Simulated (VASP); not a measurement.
Crystal: MgSc2C2.

```
Mg Sc C
1.0
    -1.82174    1.82174    6.03495
     1.82174   -1.82174    6.03495
     1.82174    1.82174   -6.03495
Mg Sc C
1 2 2
Cartesian
  0.0000 0.0000 0.0000
  0.0000 1.8217 3.0175
  1.8217 0.0000 3.0175
  0.0000 0.0000 7.7512
  0.0000 0.0000 4.3187
```

The cell was generated, and may not be a known phase.

```yaml
Program: VASP 6.6.1
Task: relaxation of cell and atoms
Functional: PBE
Potentials_or_basis: VASP PAW PBE potentials, release 64 (Mg, Sc_sv, C)
Cutoff: 600 eV
k_mesh: 6 × 6 × 6
Occupations: gaussian, width 0.1 eV
Spin: no spin polarisation
```

At the start: pressure 6.3 GPa; volume 16.02 Å³/atom.

Question: Where does the relaxation end?

Answer: Over 10 steps the energy falls by 358.9 meV/atom and the volume is 17.81 Å³/atom (+11.2 %); space group I4/mmm (No. 139, to 0.1 Å) before and after.

The path:
| step | energy change (eV) | largest force (eV/Å) | pressure (GPa) | volume (Å³) |
| --- | --- | --- | --- | --- |
| 1 | 0.0000 | 0.4745 | 6.31 | 80.11 |
| 2 | -1.3222 | 1.2179 | -2.96 | 86.90 |
| 3 | -1.4150 | 1.3935 | -5.06 | 88.65 |
| 4 | -1.6630 | 0.3775 | 2.50 | 82.65 |
| 5 | -1.6630 | 0.3543 | 2.69 | 82.52 |
| 6 | -1.7258 | 0.3831 | 1.16 | 84.47 |
| 7 | -1.7604 | 0.4397 | -0.92 | 87.14 |
| 8 | -1.7864 | 0.0591 | 0.88 | 87.00 |
| 9 | -1.7868 | 0.0105 | 1.13 | 86.98 |
| 10 | -1.7944 | 0.0129 | -0.01 | 89.05 |

Final structure:
```xyz
5
Lattice="-2.1155 2.1155 4.9742 2.1155 -2.1155 4.9742 2.1155 2.1155 -4.9742" Properties=species:S:1:pos:R:3 pbc="T T T"
Mg    0.0000    0.0000    0.0000
Sc    0.0000    2.1155    2.4871
Sc    2.1155    0.0000    2.4871
C     0.0000    0.0000    6.6777
C     2.1155    2.1155   -1.7035
```
